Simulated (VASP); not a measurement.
Here is a VASP 6.6.1 calculation.

The input INCAR:

```
SYSTEM = O
  PREC = Accurate
  ENCUT = 1000
  EDIFF = 1E-6
  ISMEAR = 0
  SIGMA = 0.02
  LREAL = .FALSE.
  LASPH = .TRUE.
  NELM = 200
  ALGO = Normal
  ISIF = 2
  LWAVE = .FALSE.
  LCHARG = .FALSE.
  ISPIN = 2
  MAGMOM = 1 1
  LORBIT = 11
  NBANDS = 17
  GGA_COMPAT = .FALSE.
  NELMDL = -8
```

KPOINTS

```
Automatic mesh
0
G
  1 1 1
  0 0 0
```

POSCAR

```
O
1.0
    9.0000000000      0.0000000000      0.0000000000
    0.0000000000      9.5000000000      0.0000000000
    0.0000000000      0.0000000000     10.0000000000
O
2
Direct
    0.5000000000      0.5000000000      0.4400185995
    0.5000000000      0.5000000000      0.5599814005
```

Potentials or basis: VASP PAW LDA potentials, release 64 (O_h).

Command:

```sh
$ cat potpaw_LDA.64/O_h/POTCAR > POTCAR
$ mpirun -np 1 vasp_gam > vasp.out
```

What does it give for the net moment?

2.00 μB per cell.

What does it give for the largest force?

0.460 eV/Å.

Forces in eV/Å, atoms in the order of the input:
```
O    0.000  0.000 -0.460
O    0.000  0.000  0.460
```
